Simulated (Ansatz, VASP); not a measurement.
Two plane-wave programs on BeS

```
Be S
1.0
     0.00000    2.43431    2.43431
     2.43431    0.00000    2.43431
     2.43431    2.43431    0.00000
Be S
1 1
Direct
  0.00000 0.00000 0.00000
  0.25000 0.25000 0.25000
```

Alike in both runs: task single point; functional r2SCAN; k mesh 6 × 6 × 6; occupations methfessel-paxton of order 1, width 0.05 eV; no spin polarisation.

|  | VASP | Ansatz |
| --- | --- | --- |
| version | VASP 6.6.1 | Ansatz 0.2.0 |
| potentials or method | VASP PAW PBE potentials, release 64 (Be, S) | plane waves |
| plane-wave cutoff (eV) | 520 | 500 |
| valence electrons in the cell | 8 | 8 |

|  | VASP | Ansatz | Ansatz less VASP |
| --- | --- | --- | --- |
| gap on the k mesh at the Fermi level (eV) | 3.60 | 3.59 | -0.009 |
| pressure (GPa) | 0.3 | 0.0 | -0.27 |

VASP's potentials were made for PBE, not for r2SCAN. The functional is the same, so the differences come from potentials, cutoffs and numerics.
